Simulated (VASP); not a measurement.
Set up this calculation in VASP 6.6.1, as the native input.

```
Task                   : relaxation of cell and atoms
Functional             : LDA
Potentials or basis    : VASP PAW LDA potentials, release 64 (Cl, O, Li_sv)
Cutoff                 : 600 eV
k mesh                 : 4 × 4 × 4
Occupations            : methfessel-paxton, width 0.01 eV
Spin                   : no spin polarisation
Dipole correction      : no
Further INCAR settings : ALGO = Normal; EDIFF = 1e-07; IBRION = 2; EDIFFG = -0.03; NSW = 80; ISIF = 3
```

The structure of Li3ClO lies in POSCAR:

```
Li3ClO
1.0
    3.9100000000      0.0000000000      0.0000000000
    0.0000000000      3.9100000000      0.0000000000
    0.0000000000      0.0000000000      3.9100000000
Cl O Li
1 1 3
Direct
    0.0000000000      0.0000000000      0.0000000000
    0.5000000000      0.5000000000      0.5000000000
    0.5000000000      0.5000000000      0.0000000000
    0.0000000000      0.5000000000      0.5000000000
    0.5000000000      0.0000000000      0.5000000000
```

One way to write it, as run:

INCAR

```
PREC = Accurate
ENCUT = 600
EDIFF = 1E-7
ISMEAR = 1
SIGMA = 0.01
LREAL = False
LASPH = True
NELM = 80
ALGO = Normal
ISIF = 3
LWAVE = False
LCHARG = False
GGA = CA
IBRION = 2
NSW = 80
EDIFFG = -0.03
```

KPOINTS

```
regular mesh
0
Gamma
  4 4 4
```

Potentials or basis: VASP PAW LDA potentials, release 64 (Cl, O, Li_sv).

Run with:

```console
$ cat potpaw_LDA.64/Cl/POTCAR potpaw_LDA.64/O/POTCAR potpaw_LDA.64/Li_sv/POTCAR > POTCAR
$ mpirun -np 1 vasp_std > vasp.out
```

Results of the run:

```
Relaxed volume                        : 10.72 Å³/atom
Relaxed cell                          : a = 3.771 Å, b = 3.771 Å, c = 3.771 Å, α = 90.00°, β = 90.00°, γ = 90.00°
Space group after relaxing (to 0.1 Å) : Pm-3m (No. 221)
Energy gained by relaxing             : 25.0 meV/atom
Ionic steps                           : 3
Pressure after relaxing               : -0.3 GPa
Band gap on the k mesh                : 4.70 eV
```

Caveat: the cutoff is under 1.25 times the usual one of these potentials, so pressure, stress and relaxed cells hold a basis-set (Pulay) error.

It took 20 s on 1 thread of Intel(R) Xeon(R) Platinum 8259CL CPU @ 2.50GHz (Skylake/Cascade Lake), on a shared host, peak memory 0.15 GiB.
